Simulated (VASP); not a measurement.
The system is MgO.

```
Mg O
1.0
     2.65838    0.00000    0.00000
     0.00000    2.65838    0.00000
     0.00000    0.00000    2.65838
Mg O
1 1
Direct
  0.00000 0.00000 0.00000
  0.50000 0.50000 0.50000
```

This cell differs from its parent crystal: volume scaled by 1.040.

Base run:

* Program: VASP 6.6.1
* Functional: r2SCAN
* Potentials or basis: VASP PAW PBE potentials, release 64 (Mg_sv, O)
* Cutoff: 660 eV
* k mesh: 8 × 8 × 8
* Occupations: gaussian, width 0.05 eV
* Spin: no spin polarisation

Its results: band gap on the k mesh 3.16 eV, indirect (least direct gap 4.17 eV); pressure -6.4 GPa.

Q: The run is repeated on the same cell with these changes: potentials or basis from VASP PAW PBE potentials, release 64 (Mg_sv, O) to VASP PAW PBE potentials, release 64 (Mg, O); cutoff from 660 eV to 520 eV; further incar settings from ALGO = Normal; EDIFF = 1e-06; NBANDS = 15 to ALGO = Normal; EDIFF = 1e-07; NBANDS = 11; valence electrons from 16 to 8. What comes out?

A: Band gap on the k mesh 3.07 eV, indirect (least direct gap 4.09 eV); pressure -6.9 GPa.

Caveats: the PAW data sets were made with another functional, which shifts forces and pressure a little.

A k mesh can miss the band edges.
